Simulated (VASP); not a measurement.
# Ca: relaxation of cell and atoms with PBE

The system is Ca.

```
CELL_PARAMETERS angstrom
4.16467 0.00000 0.00000
-2.08233 3.60671 0.00000
0.00000 0.00000 6.14668
ATOMIC_POSITIONS crystal
Ca 0.00000 0.00000 0.25891
Ca 0.00000 0.00000 0.74109
```

The cell was generated, and may not be a known phase.

```yaml
Program: VASP 6.6.1
Task: relaxation of cell and atoms
Functional: PBE
Potentials_or_basis: VASP PAW PBE potentials, release 64 (Ca_sv)
Cutoff: 600 eV
k_mesh: 6 × 6 × 4
Occupations: gaussian, width 0.1 eV
Spin: no spin polarisation
Dipole_correction: no
Further_INCAR_settings: ALGO = Normal; EDIFF = 1e-06; IBRION = 2; EDIFFG = -0.04; NSW = 90; ISIF = 3
```

```yaml
Relaxed_volume: 42.13 Å³/atom
Relaxed_cell: a = 3.742 Å, b = 3.742 Å, c = 6.948 Å, α = 90.00°, β = 90.00°, γ = 120.00°
Space_group_after_relaxing_to_0.1_Å: P6/mmm (No. 191)
Energy_gained_by_relaxing: 369.1 meV/atom
Ionic_steps: 9
Pressure_after_relaxing: 0.0 GPa
Largest_force_after_relaxing: 0.030 eV/Å
Band_gap_on_the_k_mesh: zero (bands 10 and 11 overlap by 0.77 eV)
```

Forces in eV/Å, atoms in the order of the input:
```
Ca   0.000  0.000 -0.030
Ca   0.000  0.000  0.030
```

Step by step:
```tsv
step	energy change (eV)	largest force (eV/Å)	pressure (GPa)	volume (Å³)
1	0.0000	0.4708	-0.21	92.33
2	-0.6980	0.1854	-0.87	90.31
3	-0.7222	0.1385	-0.67	89.62
4	-0.7225	0.1330	-0.64	89.53
5	-0.7316	0.1079	-0.34	87.11
6	-0.7353	0.0717	0.11	84.15
7	-0.7375	0.0395	0.17	83.56
8	-0.7376	0.0462	0.15	83.67
9	-0.7382	0.0304	0.05	84.27
```

Final structure:
```cif
data_structure
_symmetry_space_group_name_H-M 'P 1'
_symmetry_Int_Tables_number 1
_cell_length_a 3.7423
_cell_length_b 3.7423
_cell_length_c 6.9476
_cell_angle_alpha 90.000
_cell_angle_beta 90.000
_cell_angle_gamma 120.000
_cell_volume 84.27
loop_
_atom_site_label
_atom_site_type_symbol
_atom_site_fract_x
_atom_site_fract_y
_atom_site_fract_z
_atom_site_occupancy
Ca1 Ca 0.00000 0.00000 0.25088 1
Ca2 Ca 0.00000 0.00000 0.74912 1
```

Levels at points of the mesh, in eV from the Fermi level:
| k point | band 8 | band 9 | band 10 | band 11 | band 12 | band 13 |
| --- | --- | --- | --- | --- | --- | --- |
| (0.00, 0.00, 0.00) | -22.94 | -3.89 | -1.21 | -0.46 | 0.98 | 2.34 |
| (0.50, 0.00, 0.00) | -22.92 | -0.91 | -0.16 | -0.14 | 0.78 | 1.17 |
| (0.00, 0.00, 0.50) | -22.96 | -3.04 | -3.03 | 0.99 | 0.99 | 2.52 |
| (0.50, 0.00, 0.50) | -23.00 | -0.16 | -0.14 | -0.14 | -0.12 | 1.91 |

Wall time 2.8 min on 1 thread of Oxide Virtual Turin-like Processor, with other jobs on the host, peak memory 0.22 GiB.
